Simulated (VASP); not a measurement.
Input of a VASP 6.6.1 run:

INCAR

```
SYSTEM = In
PREC = Accurate ; ENCUT = 520
EDIFF = 1E-6 ; ISMEAR = -1
SIGMA = 0.05 ; LREAL = .FALSE.
LASPH = .TRUE. ; NELM = 80
ALGO = Normal ; ISIF = 2
LWAVE = .FALSE. ; LCHARG = .FALSE.
GGA = PE ; NBANDS = 12
```

The input KPOINTS:

```
Automatic mesh
0
G
  10 10 10
  0 0 0
```

The input POSCAR:

```
In
1.0
   -1.8825252400      1.8825252400      1.8825252400
    1.8825252400     -1.8825252400      1.8825252400
    1.8825252400      1.8825252400     -1.8825252400
In
1
Direct
    0.0000000000      0.0000000000      0.0000000000
```

Potentials or basis: VASP PAW PBE potentials, release 64 (In_d).

Run with:

```console
$ cat potpaw_PBE.64/In_d/POTCAR > POTCAR
$ mpirun -np 1 vasp_std > vasp.out
```

Task: Estimate the pressure.

Result: 1.5 GPa.
